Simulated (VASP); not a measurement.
# TmH (Fd-3m) in VASP: a series of runs, part 2 of 2

VASP 6.6.1. Earlier steps stand in the parts before.

### 4 Relaxation of cell and atoms, PBE

This run uses another cell than the first one, of 19.69 Å³/atom.

Contents of INCAR:

```
PREC = Accurate
ENCUT = 500
EDIFF = 1E-7
ISMEAR = 0
SIGMA = 0.1
LREAL = False
LASPH = True
NELM = 200
ALGO = Normal
ISIF = 3
LWAVE = False
LCHARG = False
GGA = PE
IBRION = 2
NSW = 100
EDIFFG = -0.01
GGA_COMPAT = False
NELMIN = 4
LMAXMIX = 6
```

Contents of KPOINTS:

```
regular mesh
0
Gamma
  12 12 12
```

Contents of POSCAR:

```
TmH
1.0
    0.0000000000      3.4021121223      3.4021121223
    3.4021121223      0.0000000000      3.4021121223
    3.4021121223      3.4021121223      0.0000000000
Tm H
2 2
Direct
    0.2500000000      0.2500000000      0.2500000000
    0.0000000000      0.0000000000      0.0000000000
    0.7500000000      0.7500000000      0.7500000000
    0.5000000000      0.5000000000      0.5000000000
```

On the command line:

```console
> cat potpaw_PBE.64/Tm_3/POTCAR potpaw_PBE.64/H/POTCAR > POTCAR
> mpirun -np 1 vasp_std > vasp.out
```

It took 57 s on 1 thread of Intel Xeon Platinum 8488C (Sapphire Rapids), shared host; peak memory 0.24 GiB.

The run converged. Its results:

```
Free energy             : -10.7861 eV
Pressure after relaxing : 0.0 GPa
Band gap on the k mesh  : zero (bands 10 and 11 overlap by 1.06 eV)
```

Final structure:
```cif
data_structure
_symmetry_space_group_name_H-M 'P 1'
_symmetry_Int_Tables_number 1
_cell_length_a 4.8113
_cell_length_b 4.8113
_cell_length_c 4.8113
_cell_angle_alpha 60.000
_cell_angle_beta 60.000
_cell_angle_gamma 60.000
_cell_volume 78.75
loop_
_atom_site_label
_atom_site_type_symbol
_atom_site_fract_x
_atom_site_fract_y
_atom_site_fract_z
_atom_site_occupancy
Tm1 Tm 0.25000 0.25000 0.25000 1
Tm2 Tm 0.00000 0.00000 0.00000 1
H1 H 0.75000 0.75000 0.75000 1
H2 H 0.50000 0.50000 0.50000 1
```

Levels at points of the mesh, in eV from the Fermi level:
```csv
k point,band 6,band 7,band 8,band 9,band 10,band 11,band 12,band 13,band 14
"(0.00, 0.00, 0.00)",-25.84,-6.36,-0.69,-0.17,-0.17,0.34,0.34,0.34,1.92
"(0.50, 0.00, 0.00)",-25.76,-4.16,-3.65,-0.35,-0.35,-0.11,0.30,0.48,0.48
"(0.50, 0.50, 0.00)",-25.68,-3.71,-3.71,-0.91,-0.91,0.62,0.62,2.23,2.23
```

Caveat: the relaxation stopped at its first step, so nothing moved; spin-orbit coupling is left out, which moves the levels of the heavy elements; the 4f electrons are frozen in the core, so they carry no moment and show no levels.

### 5 Relaxation of cell and atoms, PBE

Contents of INCAR:

```
  PREC = Accurate
  ENCUT = 500
  EDIFF = 1E-7
  ISMEAR = 0
  SIGMA = 0.1
  LREAL = F
  LASPH = T
  NELM = 200
  ALGO = Normal
  ISIF = 3
  LWAVE = F
  LCHARG = F
  GGA = PE
  IBRION = 2
  NSW = 100
  EDIFFG = -0.01
  GGA_COMPAT = F
  NELMIN = 4
  LMAXMIX = 6
```

KPOINTS is that of step 4.

Contents of POSCAR:

```
TmH
1.0
    0.0000000000      3.2409225000      3.2409225000
    3.2409225000      0.0000000000      3.2409225000
    3.2409225000      3.2409225000      0.0000000000
Tm H
2 2
Direct
    0.2500000000      0.2500000000      0.2500000000
    0.0000000000      0.0000000000      0.0000000000
    0.7500000000      0.7500000000      0.7500000000
    0.5000000000      0.5000000000      0.5000000000
```

Potentials or basis: VASP PAW PBE potentials, release 64 (Tm_3, H), 4f in core.

On the command line:

```console
> cat potpaw_PBE.64/Tm_3/POTCAR potpaw_PBE.64/H/POTCAR > POTCAR
> mpirun -np 1 vasp_std > vasp.out
```

OUTCAR:

```text
PREC = Accurate
   ENCUT = 500
   EDIFF = 1E-7
   ISMEAR = 0
   LREAL = F
   LASPH = T
   NELM = 200
   ISIF = 3
   GGA = PE
   IBRION = 2
   NSW = 100
   EDIFFG = -0.01
   NELMIN = 4

 ion  position               nearest neighbor table
   1  0.250  0.250  0.250-   2 2.81   2 2.81   2 2.81   2 2.81
   2  0.000  0.000  0.000-   1 2.81   1 2.81   1 2.81   1 2.81
   3  0.750  0.750  0.750-
   4  0.500  0.500  0.500-

  LATTYP: Found a face centered cubic cell.
 ALAT       =     6.4818450000

  Lattice vectors:

 A1 = (   0.0000000000,   3.2409225000,   3.2409225000)
 A2 = (   3.2409225000,   0.0000000000,   3.2409225000)
 A3 = (   3.2409225000,   3.2409225000,   0.0000000000)

Analysis of symmetry for initial positions (statically):
=====================================================================
 Subroutine PRICEL returns:
 Original cell was already a primitive cell.

 Routine SETGRP: Setting up the symmetry group for a
 face centered cubic supercell.

 Subroutine GETGRP returns: Found 48 space group operations
 (whereof 24 operations were pure point group operations)
 out of a pool of 48 trial point group operations.

The static configuration has the point symmetry T_d .
 The point group associated with its full space group is O_h .

Analysis of symmetry for dynamics (positions and initial velocities):
=====================================================================
 Subroutine PRICEL returns:
 Original cell was already a primitive cell.

 Routine SETGRP: Setting up the symmetry group for a
 face centered cubic supercell.

 Subroutine GETGRP returns: Found 48 space group operations
 (whereof 24 operations were pure point group operations)
 out of a pool of 48 trial point group operations.

The dynamic configuration has the point symmetry T_d .
 The point group associated with its full space group is O_h .

 Subroutine INISYM returns: Found 48 space group operations
[... 135 lines left out ...]
  energy-cutoff  :      500.00
  volume of cell :       68.08
 maximum number of plane-waves:      1759
 NGX is ok and might be reduce to    36
   NGX = 17   NGY = 17   NGZ = 17

--------------------------------------- Ionic step        1  -------------------------------------------

 number of electron      20.0000003 magnetization

 Free energy of the ion-electron system (eV)
  ---------------------------------------------------
  ext. energy  EPLUGINS =         0.00000000
  ---------------------------------------------------
  free energy    TOTEN  =       -10.69829164 eV

  energy without entropy =      -10.68383310  energy(sigma->0) =      -10.69106237

------------------------ aborting loop because EDIFF is reached ----------------------------------------

  FORCE on cell =-STRESS in cart. coord.  units (eV):
  Direction    XX          YY          ZZ          XY          YZ          ZX
  --------------------------------------------------------------------------------------
  -------------------------------------------------------------------------------------
  Total        1.1877790      1.1877790      1.1877790      0.0000000      0.0000000      0.0000000
  in kB       27.9518338     27.9518338     27.9518338      0.0000000      0.0000000      0.0000000
  external PRESSURE =      27.9518338 kB  Pullay stress =       0.0000000 kB
[... 139 lines left out ...]
--------------------------------------- Ionic step        5  -------------------------------------------

 number of electron      19.9999998 magnetization

 Free energy of the ion-electron system (eV)
  ---------------------------------------------------
  ext. energy  EPLUGINS =         0.00000000
  ---------------------------------------------------
  free energy    TOTEN  =       -10.78104390 eV

  energy without entropy =      -10.75938990  energy(sigma->0) =      -10.77021690

 E-fermi :   1.9419     XC(G=0):  -9.2274

 val. band max:        1.9408155334   @ k =   0.3333   0.2500   0.0833
 cond. band min:       1.9584770522   @ k =  -0.3333   0.2500   0.0000
 fundamental gap:      0.0176615188
 Fermi energy:         1.9418703057

 k-point     1 :       0.0000    0.0000    0.0000
  band No.  band energies     occupation
      1     -24.5498      2.00000
      2     -24.5498      2.00000
      3     -24.5498      2.00000
      4     -23.8920      2.00000
      5     -23.8920      2.00000
      6     -23.8920      2.00000
      7      -4.4278      2.00000
      8       1.2519      2.00000
      9       1.7712      1.98418
     10       1.7712      1.98418
     11       2.2779      0.00000
     12       2.2779      0.00000
     13       2.2779      0.00000
     14       3.8544      0.00000
[... 377 lines left out ...]
      1     -24.6799      2.00000
      2     -24.6367      2.00000
      3     -24.4566      2.00000
      4     -23.9997      2.00000
      5     -23.7995      2.00000
      6     -23.7617      2.00000
      7      -2.2237      2.00000
      8      -1.4500      2.00000
      9       0.6264      2.00000
     10       1.5863      2.00000
     11       2.0781      0.05404
     12       2.6025      0.00000
     13       2.7863      0.00000
     14       3.0847      0.00000

 [... further k-points ...]
[... 5 lines left out ...]
  --------------------------------------------------------------------------------------
  -------------------------------------------------------------------------------------
  Total       -0.0013286     -0.0013286     -0.0013286     -0.0000000     -0.0000000      0.0000000
  in kB       -0.0270717     -0.0270717     -0.0270717     -0.0000000     -0.0000000      0.0000000
  external PRESSURE =      -0.0270717 kB  Pullay stress =       0.0000000 kB
[... 19 lines left out ...]
  FREE ENERGIE OF THE ION-ELECTRON SYSTEM (eV)
  ---------------------------------------------------
  free  energy   TOTEN  =       -10.7810438998 eV

  energy  without entropy=      -10.7593899021  energy(sigma->0) =      -10.77021690

 reached required accuracy - stopping structural energy minimisation
```

CONTCAR:

```text
TmH
   1.00000000000000
     0.0000000000000000    3.4003335353813728    3.4003335353813728
     3.4003335353813728   -0.0000000000000000    3.4003335353813728
     3.4003335353813728    3.4003335353813728    0.0000000000000000
  Tm              H
     2     2
Direct
     0.2500000000000000    0.2500000000000000    0.2500000000000000
     0.0000000000000000    0.0000000000000000    0.0000000000000000
     0.7500000000000000    0.7500000000000000    0.7500000000000000
     0.5000000000000000    0.5000000000000000    0.5000000000000000

  0.00000000E+00  0.00000000E+00  0.00000000E+00
  0.00000000E+00  0.00000000E+00  0.00000000E+00
  0.00000000E+00  0.00000000E+00  0.00000000E+00
  0.00000000E+00  0.00000000E+00  0.00000000E+00
```

It took 3.7 min on 1 thread of Intel Xeon Platinum 8488C (Sapphire Rapids), shared host; peak memory 0.24 GiB.

What came out:

| Quantity | Value |
| --- | --- |
| Free energy | -10.7810 eV |
| Relaxed volume | 19.66 Å³/atom |
| Relaxed cell | a = 4.809 Å, b = 4.809 Å, c = 4.809 Å, α = 60.00°, β = 60.00°, γ = 60.00° |
| Space group after relaxing (to 0.1 Å) | Fd-3m (No. 227) |
| Energy gained by relaxing | 20.7 meV/atom |
| Ionic steps | 5 |
| Pressure after relaxing | 0.0 GPa |
| Band gap on the k mesh | zero (bands 10 and 11 overlap by 1.07 eV) |

Step by step:
| step | energy change (eV) | largest force (eV/Å) | pressure (GPa) | volume (Å³) |
| --- | --- | --- | --- | --- |
| 1 | 0.0000 | 0.0000 | 2.80 | 68.08 |
| 2 | -0.0411 | 0.0000 | 1.74 | 71.05 |
| 3 | -0.0801 | 0.0000 | 0.45 | 76.74 |
| 4 | -0.0826 | 0.0000 | -0.09 | 79.03 |
| 5 | -0.0828 | 0.0000 | 0.00 | 78.63 |

Final structure:
```xyz
4
Lattice="0.0000 3.4003 3.4003 3.4003 0.0000 3.4003 3.4003 3.4003 0.0000" Properties=species:S:1:pos:R:3 pbc="T T T"
Tm    1.7002    1.7002    1.7002
Tm    0.0000    0.0000    0.0000
H     5.1005    5.1005    5.1005
H     3.4003    3.4003    3.4003
```

Caveat: the volume moved by over 15 % at a fixed basis, so the end points are rough; spin-orbit coupling is left out, which moves the levels of the heavy elements; the 4f electrons are frozen in the core, so they carry no moment and show no levels. Spin polarisation is off, so any magnetic state and its effect on volume and gap are missing.

### 6 The runs side by side

```csv
task,cell,k mesh,gap on the mesh (eV),pressure (GPa)
single point,"a = 4.583 Å, angles 60.0°, 4 atoms",4 × 4 × 4,none,2.4
single point,"a = 4.811 Å, angles 60.0°, 4 atoms",12 × 12 × 12,none,0.0
relaxation of cell and atoms,"relaxed from a = 4.811 Å, angles 60.0°, 4 atoms",12 × 12 × 12,none,0.0
relaxation of cell and atoms,"relaxed from a = 4.583 Å, angles 60.0°, 4 atoms",12 × 12 × 12,none,0.0
```

Alike in all rows: level PBE; potentials or basis VASP PAW PBE potentials, release 64 (Tm_3, H), 4f in core; no spin polarisation; cutoff (eV) 500; smearing gaussian 0.1 eV.

Caveats: some runs use coarse meshes; spin-orbit coupling is left out, which moves the levels of the heavy elements; the 4f electrons are frozen in the core, so they carry no moment and show no levels; the relaxation stopped at its first step, so nothing moved (at least some runs); the volume moved by over 15 % at a fixed basis, so the end points are rough (at least some runs).

Absolute energies hang on the potentials; compare differences alone.
